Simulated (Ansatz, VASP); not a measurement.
## One calculation of InAs, two programs

The input POSCAR:

```
InAs
1.0
    0.0000000000      3.1145007558      3.1145007558
    3.1145007558      0.0000000000      3.1145007558
    3.1145007558      3.1145007558      0.0000000000
In As
1 1
Direct
    0.0000000000      0.0000000000      0.0000000000
    0.2500000000      0.2500000000      0.2500000000
```

The input INCAR.step1:

```
SYSTEM = InAs
PREC = Accurate
ENCUT = 520
ISMEAR = -1
SIGMA = 0.02
LREAL = .False.
LASPH = .True.
NELM = 100
NBANDS = 16
GGA = PE
ALGO = Normal
EDIFF = 1E-4
LWAVE = .True.
LCHARG = .False.
```

File INCAR.step2:

```
SYSTEM = InAs
PREC = Accurate
ENCUT = 520
EDIFF = 1E-6
ISMEAR = -1
SIGMA = 0.02
LREAL = .False.
LASPH = .True.
NELM = 100
ALGO = Normal
ISIF = 2
LWAVE = .False.
LCHARG = .False.
METAGGA = R2SCAN
LMIXTAU = .True.
NBANDS = 16
ISTART = 1
```

KPOINTS

```
regular mesh
0
Gamma
  6 6 6
  0 0 0
```

Input for Ansatz:

```yaml
crystal:
  lattice:
    - [0.0, 3.1145007558, 3.1145007558]
    - [3.1145007558, 0.0, 3.1145007558]
    - [3.1145007558, 3.1145007558, 0.0]
  atoms:
    - { symbol: In, position: [0.0, 0.0, 0.0] }
    - { symbol: As, position: [0.25, 0.25, 0.25] }
kpoints:
  mp_grid: { grid: [6, 6, 6] }
hamiltonian:
  xc: r2scan
scf:
  occupations: { method: fermi_dirac, width: 0.02 }
  n_extra_bands: 4
output:
  forces: true
  stress: true
  eigenvalues: true
```

Alike in both runs: task single point; functional r2SCAN; k mesh 6 × 6 × 6; occupations fermi-dirac, width 0.02 eV; no spin polarisation.

```csv
,VASP,Ansatz
version,VASP 6.6.1,Ansatz 0.2.0
potentials or method,"VASP PAW PBE potentials, release 64 (In_d, As)","plane waves, PAW"
plane-wave cutoff (eV),520,500
valence electrons in the cell,18,28
```

Ansatz gave:

- pressure (GPa): -2.8

Problem. What did VASP give for the same quantities?

Solution. Pressure (GPa): -2.9.

VASP's potentials were made for PBE, not for r2SCAN. VASP's potentials hold 18 valence electrons a cell and Ansatz's 28, so a difference there can come from the potentials and not from the codes.
